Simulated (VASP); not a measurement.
TaN:

```
Ta N
1.0
     3.05000    0.00000    0.00000
    -1.52500    2.64138    0.00000
     0.00000    0.00000    4.94000
Ta N
2 2
Direct
  0.33333 0.66667 0.00000
  0.66667 0.33333 0.50000
  0.33333 0.66667 0.38500
  0.66667 0.33333 0.88500
```

Base run:

```yaml
Program: VASP 6.6.1
Functional: PBE
Potentials_or_basis: VASP PAW PBE potentials, release 64 (Ta_pv, N)
Cutoff: 520 eV
k_mesh: 12 × 12 × 6
Occupations: gaussian, width 0.1 eV
Spin: no spin polarisation
```

Its results: band gap on the k mesh zero (bands 16 and 17 overlap by 2.86 eV); pressure 140.2 GPa; largest force 2.446 eV/Å.

The run is repeated on the same cell with these changes: k mesh from 12 × 12 × 6 to 6 × 6 × 4. What comes out?

Band gap on the k mesh zero (bands 16 and 17 overlap by 2.86 eV); pressure 140.9 GPa; largest force 2.279 eV/Å.

Caveats: some runs use coarse meshes; spin-orbit coupling is left out, which moves the levels of the heavy elements; forces of over 1 eV/Å act on the atoms, so gaps and moduli don't describe the material at rest; the cell stands under pressure (at least some runs).
